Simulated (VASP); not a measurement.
TePb, 2 atoms in the cell. The structure is cubic, space group Fm-3m (No. 225). Conventional cell: a = 6.454 Å, b = 6.454 Å, c = 6.454 Å, α = 90.00°, β = 90.00°, γ = 90.00°. Within 4.2 Å of Pb (site symmetry m-3m) lie 6 Te at 3.23 Å. Te (site symmetry m-3m) has 6 Pb at 3.23 Å within 4.2 Å. 

* Program: VASP 6.6.1
* Task: relaxation of cell and atoms
* Functional: PBE
* Potentials or basis: VASP PAW PBE potentials, release 64 (Pb_d, Te)
* Cutoff: 600 eV
* k mesh: 8 × 8 × 8
* Occupations: gaussian, width 0.02 eV
* Spin: no spin polarisation
* Dipole correction: no
* Further INCAR settings: ALGO = Normal; EDIFF = 1e-06; IBRION = 2; EDIFFG = -0.005; NSW = 100; ISIF = 3

Potentials or basis: VASP PAW PBE potentials, release 64 (Pb_d, Te).

Command:

```console
$ cat potpaw_PBE.64/Pb_d/POTCAR potpaw_PBE.64/Te/POTCAR > POTCAR
$ mpirun -np 1 vasp_std > vasp.out
```

Hardware: 1 thread of Intel Xeon 8259CL, on a shared host.

Task: Estimate the wall time of this run.

Result: Wall time 2.2 min on 1 thread of Intel Xeon 8259CL, on a shared host, peak memory 0.23 GiB. Counts: scf iterations 29, k points 29, ion steps 3.
